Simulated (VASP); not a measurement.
Runs of VASP 6.6.1 on ZrMo3. The structure is that of space group P6/mmm (No. 191), or close to it. The cells are those of the table. 

```csv
task,cell,k mesh,gap on the mesh (eV),pressure (GPa)
single point,"a = 4.653, b = 4.653, c = 4.892 Å, angles 90.0, 90.0, 120.0°, 4 atoms",12 × 12 × 10,none,0.2
relaxation of cell and atoms,"relaxed from a = 4.074, b = 4.074, c = 4.300 Å, angles 90.0, 90.0, 120.0°, 4 atoms",6 × 6 × 4,none,0.0
single point,"a = 4.663, b = 4.663, c = 4.819 Å, angles 90.0, 90.0, 120.0°, 4 atoms",6 × 6 × 4,none,(a)
single point,"a = 4.074, b = 4.074, c = 4.300 Å, angles 90.0, 90.0, 120.0°, 4 atoms",6 × 6 × 4,none,92.4
```

Alike in all rows: level PBE; potentials or basis VASP PAW PBE potentials, release 64 (Zr_sv, Mo_sv); no spin polarisation; cutoff (eV) 500; smearing gaussian 0.1 eV.

Estimate the missing entries.

(a) 0.3.

Caveats: some runs use coarse meshes.

A k mesh can miss the band edges, and the runs leave out spin-orbit coupling on Mo, Zr.

A gap of «none» marks levels without a gap at the run's occupations.
